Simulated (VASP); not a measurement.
Input of a VASP 6.6.1 run:

The input INCAR:

```
SYSTEM = Pd
PREC     = Accurate       ! precision mode
ENCUT    = 520            ! plane-wave cutoff, eV
EDIFF    = 1E-6           ! SCF threshold, eV
ISMEAR   = -1             ! smearing method
SIGMA    = 0.05           ! smearing width, eV
LREAL    = .FALSE.        ! projectors in reciprocal space
LASPH    = .TRUE.         ! aspherical terms in the spheres
NELM     = 80             ! most SCF steps
ALGO     = Normal         ! electronic algorithm
ISIF     = 2              ! what is computed and relaxed
LWAVE    = .FALSE.        ! write WAVECAR
LCHARG   = .FALSE.        ! write CHGCAR
GGA      = PE             ! functional
IVDW     = 13             ! dispersion correction
NBANDS   = 11             ! bands
```

File KPOINTS:

```
Automatic mesh
0
G
  12 12 12
  0 0 0
```

File POSCAR:

```
Pd
1.0
    0.0000000000      1.9201927211      1.9201927211
    1.9201927211      0.0000000000      1.9201927211
    1.9201927211      1.9201927211      0.0000000000
Pd
1
Direct
    0.0000000000      0.0000000000      0.0000000000
```

Potentials or basis: VASP PAW PBE potentials, release 64 (Pd).

Command:

```sh
$ cat potpaw_PBE.64/Pd/POTCAR > POTCAR
$ mpirun -np 1 vasp_std > vasp.out
```

(1) What does it give for the dispersion energy per atom?

(2) Estimate the pressure.

(3) Predict the band gap on the k mesh.

Answers

(1) -0.512 eV.

(2) 10.4 GPa.

(3) zero (band 5 reaches 10.79 eV, above the bottom of band 6 at 9.09 eV).

Caveat: pairwise dispersion overbinds metals, which lowers pressure and volume.
